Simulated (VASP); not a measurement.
# VSi7O16 (a cell with a defect) in VASP: electric field gradients with PBE

Aim: the electric field gradients of VSi7O16 (a cell with a defect) with PBE.

Everything below comes from runs of VASP 6.6.1. Logs are shortened: lines on timing, memory, paths and dates and some standing lists are left out, and cuts for length are marked.

**1. The cell of the first run**

The cell holds a defect, 24 atoms: a = 8.562 Å, b = 8.562 Å, c = 7.046 Å, α = 65.70°, β = 65.70°, γ = 48.59°.

**2. Electric field gradients, PBE**

Input file INCAR:

```
PREC = Accurate ; ENCUT = 520
EDIFF = 1E-8 ; ISMEAR = -1
SIGMA = 0.01 ; LREAL = Auto
LASPH = T ; NELM = 100
ALGO = Normal ; ISIF = 2
LWAVE = F ; LCHARG = F
GGA = PE ; LEFG = T
NELECT = 136.0 ; NBANDS = 86
```

Input file KPOINTS:

```
Automatic mesh
0
Gamma
  3 3 3
```

Input file POSCAR:

```
VSi7O16
1.0
    0.0000000000      4.9820000000      6.9630000000
    4.9820000000      0.0000000000      6.9630000000
    4.9820000000      4.9820000000      0.0000000000
V Si O
1 7 16
Direct
    0.0000000000      0.0000000000      0.2989700000
    0.5000000000      0.5000000000      0.7989700000
    0.4239700000      0.8260300000      0.3750000000
    0.9239700000      0.3260300000      0.8750000000
    0.2500000000      0.2500000000      0.4510300000
    0.7500000000      0.7500000000      0.9510300000
    0.0760300000      0.6739700000      0.1250000000
    0.5760300000      0.1739700000      0.6250000000
    0.0208550000      0.1572750000      0.0826150000
    0.5208550000      0.6572750000      0.5826150000
    0.3857450000      0.0423850000      0.3541450000
    0.8857450000      0.5423850000      0.8541450000
    0.4072750000      0.2708550000      0.4892550000
    0.9072750000      0.7708550000      0.9892550000
    0.2923850000      0.6357450000      0.9677250000
    0.7923850000      0.1357450000      0.4677250000
    0.1142550000      0.4576150000      0.2822750000
    0.6142550000      0.9576150000      0.7822750000
    0.0927250000      0.2291450000      0.6673850000
    0.5927250000      0.7291450000      0.1673850000
    0.2076150000      0.8642550000      0.3958550000
    0.7076150000      0.3642550000      0.8958550000
    0.4791450000      0.3427250000      0.7607450000
    0.9791450000      0.8427250000      0.2607450000
```

Potentials or basis: VASP PAW PBE potentials, release 64 (V_sv, Si, O).

Started as:

```bash
> cat potpaw_PBE.64/V_sv/POTCAR potpaw_PBE.64/Si/POTCAR potpaw_PBE.64/O/POTCAR > POTCAR
> mpirun -np 1 vasp_std > vasp.out
```

OUTCAR:

```text
PREC = Accurate
   ENCUT = 520
   EDIFF = 1E-8
   ISMEAR = -1
   LREAL = Auto
   LASPH = T
   NELM = 100
   ISIF = 2
   GGA = PE
   NELECT = 136.0

 ion  position               nearest neighbor table
   1  0.000  0.000  0.299-  24 1.60   9 1.60  21 1.61  16 1.61
   2  0.500  0.500  0.799-  23 1.60  10 1.60  22 1.61  15 1.61   3 3.08   4 3.08   7 3.08   8 3.08

   3  0.424  0.826  0.375-  11 1.60  21 1.60  20 1.61  10 1.61   5 3.08   6 3.08   2 3.08
   4  0.924  0.326  0.875-  12 1.60  22 1.60  19 1.61   9 1.61   5 3.08   6 3.08   2 3.08
   5  0.250  0.250  0.451-  13 1.60  19 1.60  11 1.61  17 1.61   3 3.08   4 3.08   7 3.08   8 3.08
[... 7 lines left out ...]
  11  0.386  0.042  0.354-   3 1.60   5 1.61
  12  0.886  0.542  0.854-   4 1.60   6 1.61
  13  0.407  0.271  0.489-   5 1.60   8 1.61
  14  0.907  0.771  0.989-   6 1.60   7 1.61
[... 8 lines left out ...]
  23  0.479  0.343  0.761-   2 1.60   8 1.61
  24  0.979  0.843  0.261-   1 1.60   7 1.61

  LATTYP: Found a body centered tetragonal cell.
 ALAT       =     7.0456119677
 C/A-ratio  =     1.9765493847

  Lattice vectors:

 A1 = (  -4.9820000000,   0.0000000000,   6.9630000000)
 A2 = (   4.9820000000,   0.0000000000,   6.9630000000)
 A3 = (   0.0000000000,   4.9820000000,  -6.9630000000)

Analysis of symmetry for initial positions (statically):
=====================================================================
 Subroutine PRICEL returns:
 Original cell was already a primitive cell.

 Routine SETGRP: Setting up the symmetry group for a
 body centered tetragonal supercell.

 Subroutine GETGRP returns: Found  2 space group operations
 (whereof  2 operations were pure point group operations)
 out of a pool of 16 trial point group operations.

The static configuration has the point symmetry C_2 .

Analysis of symmetry for dynamics (positions and initial velocities):
=====================================================================
 Subroutine PRICEL returns:
 Original cell was already a primitive cell.

 Routine SETGRP: Setting up the symmetry group for a
 body centered tetragonal supercell.

 Subroutine GETGRP returns: Found  2 space group operations
[... 1015 lines left out ...]
 [bands above 80 left out]

------------------------ aborting loop because EDIFF is reached ----------------------------------------

  FORCE on cell =-STRESS in cart. coord.  units (eV):
  Direction    XX          YY          ZZ          XY          YZ          ZX
  --------------------------------------------------------------------------------------
  -------------------------------------------------------------------------------------
  Total       18.7383234     18.7383234     20.0070767     -0.0081512      0.6619755     -0.6619846
  in kB       86.8575299     86.8575299     92.7385673     -0.0377830      3.0684472     -3.0684895
  external PRESSURE =      88.8178757 kB  Pullay stress =       0.0000000 kB

 VOLUME and BASIS-vectors are now :
 -----------------------------------------------------------------------------
  energy-cutoff  :      520.00
  volume of cell :      345.65
      direct lattice vectors                 reciprocal lattice vectors
     0.000000000  4.982000000  6.963000000    -0.100361301  0.100361301  0.071808129
     4.982000000  0.000000000  6.963000000     0.100361301 -0.100361301  0.071808129
     4.982000000  4.982000000  0.000000000     0.100361301  0.100361301 -0.071808129

 POSITION                                       TOTAL-FORCE (eV/Angst)
 -----------------------------------------------------------------------------------
      1.48947      1.48947      0.00000         0.256518      0.256518      0.000000
      6.47147      6.47147      6.96300         0.169047      0.169047      0.000000
      5.98353      3.98047      8.70375        -0.579009      1.932480      1.906230
      5.98353      8.96247      8.70375        -0.472248     -2.377257      1.131440
      3.49253      3.49253      3.48150        -0.101520     -0.080440      0.038278
      8.47453      8.47453     10.44450        -0.080440     -0.101520     -0.038278
[... 16 lines left out ...]
      5.49749      6.17713      5.72268        -0.226993     -0.085526     -0.283957
      5.49749      6.17713     12.68568        -1.657053     -0.820961     -3.334013
 -----------------------------------------------------------------------------------
    total drift:                               -0.013855     -0.013951     -0.000032

  FREE ENERGIE OF THE ION-ELECTRON SYSTEM (eV)
  ---------------------------------------------------
  free  energy   TOTEN  =      -192.4368937491 eV

  energy  without entropy=     -192.4368937491  energy(sigma->0) =     -192.43689375

 Electric field gradients (V/A^2)
---------------------------------------------------------------------
 ion       V_xx      V_yy      V_zz      V_xy      V_xz      V_yz
---------------------------------------------------------------------
   1       0.963     0.963    -1.926     0.389    -0.693     0.695
   2       0.825     0.826    -1.652    -0.586     0.603    -0.604
   3      -2.396     3.440    -1.045    -1.550     0.529     8.301
   4      -3.268     5.530    -2.262     1.625     0.707    -4.765
   5       0.832     0.473    -1.305     0.151    -1.770     2.177
   6       0.473     0.832    -1.305     0.151    -2.177     1.769
[... 16 lines left out ...]
  23      48.053   -49.063     1.010    16.302    53.020    13.224
  24      28.226   -26.692    -1.534     9.515    24.965     4.315
---------------------------------------------------------------------

 Electric field gradients after diagonalization (V/A^2)
 (convention: |V_zz| > |V_xx| > |V_yy|)
----------------------------------------------------------------------
 ion       V_xx      V_yy      V_zz     asymmetry (V_yy - V_xx)/ V_zz
----------------------------------------------------------------------
   1       1.352     0.913    -2.265       0.194
   2       1.634     0.239    -1.873       0.744
   3      -7.750    -2.114     9.864       0.571
   4      -5.400    -2.513     7.912       0.365
   5       2.532     0.830    -3.362       0.506
   6       2.532     0.830    -3.363       0.506
[... 16 lines left out ...]
  23     -52.543   -33.226    85.769       0.225
  24     -28.294   -15.648    43.942       0.288
----------------------------------------------------------------------

           NMR quadrupolar parameters

 Cq : quadrupolar parameter    Cq=e*Q*V_zz/h
 eta: asymmetry parameters     (V_yy - V_xx)/ V_zz
 Q  : nuclear electric quadrupole moment in mb (millibarn)
----------------------------------------------------------------------
 ion       Cq(MHz)       eta       Q (mb)
----------------------------------------------------------------------
   1      -0.005       0.194       1.000
   2      -0.005       0.744       1.000
   3       0.024       0.571       1.000
   4       0.019       0.365       1.000
   5      -0.008       0.506       1.000
   6      -0.008       0.506       1.000
[... 16 lines left out ...]
  23       0.207       0.225       1.000
  24       0.106       0.288       1.000
----------------------------------------------------------------------
```

OSZICAR:

```text
N       E                     dE             d eps       ncg     rms          rms(c)
DAV:   1     0.106903408751E+04    0.10690E+04   -0.73141E+04  1864   0.147E+03
DAV:   2    -0.128381348751E+03   -0.11974E+04   -0.11690E+04  2100   0.357E+02
DAV:   3    -0.222592527656E+03   -0.94211E+02   -0.93787E+02  1992   0.111E+02
[... 13 lines left out ...]
DAV:  17    -0.192436893965E+03   -0.64764E-06   -0.72705E-06  2096   0.123E-02    0.757E-03
DAV:  18    -0.192436893733E+03    0.23159E-06   -0.13313E-06  1992   0.624E-03    0.411E-03
DAV:  19    -0.192436893775E+03   -0.41222E-07   -0.18351E-07  1920   0.204E-03    0.131E-03
DAV:  20    -0.192436893747E+03    0.27834E-07   -0.76066E-08  2080   0.138E-03    0.601E-04
DAV:  21    -0.192436893749E+03   -0.24102E-08   -0.13936E-08  1400   0.437E-04
   1 F= -.19243689E+03 E0= -.19243689E+03  d E =0.000000E+00
```

It took 11 min on 1 thread of Intel Xeon Platinum 8488C (Sapphire Rapids), shared host; peak memory 0.59 GiB.

What came out:

```
Free energy                             : -192.4369 eV
Largest force                           : 3.813 eV/Å
Largest electric field gradient by atom : V -2.3; Si -1.9, +9.9, +7.9, -3.4 (each value once); O +43.9, +85.8, +86.6, +86.9, +89.0, +88.8, +90.4, +47.8 (each value once) V/Å²
```

Forces in eV/Å, atoms in the order of the input:
```
V    0.257  0.257  0.000
Si   0.169  0.169  0.000
Si  -0.579  1.932  1.906
Si  -0.472 -2.377  1.131
Si  -0.102 -0.080  0.038
Si  -0.080 -0.102 -0.038
Si  -2.377 -0.472 -1.131
Si   1.932 -0.579 -1.906
O   -0.821 -1.657  3.334
O   -0.086 -0.227  0.284
O   -0.259 -0.257 -0.017
O   -0.219  0.198  0.161
O   -0.067  0.196  0.765
O    0.326  0.134  0.660
O    0.675  0.038  0.291
O    3.614 -0.337 -0.203
O    0.198 -0.219 -0.161
O   -0.257 -0.259  0.017
O    0.134  0.326 -0.660
O    0.196 -0.067 -0.765
O   -0.337  3.614  0.203
O    0.038  0.675 -0.291
O   -0.227 -0.086 -0.284
O   -1.657 -0.821 -3.334
```

Electric field gradients, principal values (V/Å²):
| atom | least | middle | greatest (by size) |
| --- | --- | --- | --- |
| 1 V | 0.913 | 1.352 | -2.265 |
| 2 Si | 0.239 | 1.634 | -1.873 |
| 3 Si | -2.114 | -7.750 | 9.864 |
| 4 Si | -2.513 | -5.400 | 7.912 |
| 5 Si | 0.830 | 2.532 | -3.362 |
| 6 Si | 0.830 | 2.532 | -3.363 |
| 7 Si | -2.512 | -5.400 | 7.912 |
| 8 Si | -2.114 | -7.751 | 9.865 |
| 9 O | -15.644 | -28.295 | 43.939 |
| 10 O | -33.223 | -52.540 | 85.763 |
| 11 O | -34.653 | -51.925 | 86.578 |
| 12 O | -36.424 | -50.441 | 86.865 |
| 13 O | -40.124 | -48.839 | 88.963 |
| 14 O | -39.349 | -49.448 | 88.797 |
| 15 O | -38.912 | -51.498 | 90.410 |
| 16 O | -20.566 | -27.252 | 47.818 |
| 17 O | -36.418 | -50.444 | 86.862 |
| 18 O | -34.651 | -51.924 | 86.575 |
| 19 O | -39.344 | -49.446 | 88.791 |
| 20 O | -40.121 | -48.837 | 88.957 |
| 21 O | -20.569 | -27.252 | 47.822 |
| 22 O | -38.918 | -51.496 | 90.413 |
| 23 O | -33.226 | -52.543 | 85.769 |
| 24 O | -15.648 | -28.294 | 43.942 |

Caveat: the cell carries a net charge on a neutralising background, which shifts energy and pressure; the cell is charged against a uniform background, so pressure and absolute levels hang on convention; without QUAD_EFG the Cq values of the log hold for a quadrupole moment of 1 mb, not for the nuclei.
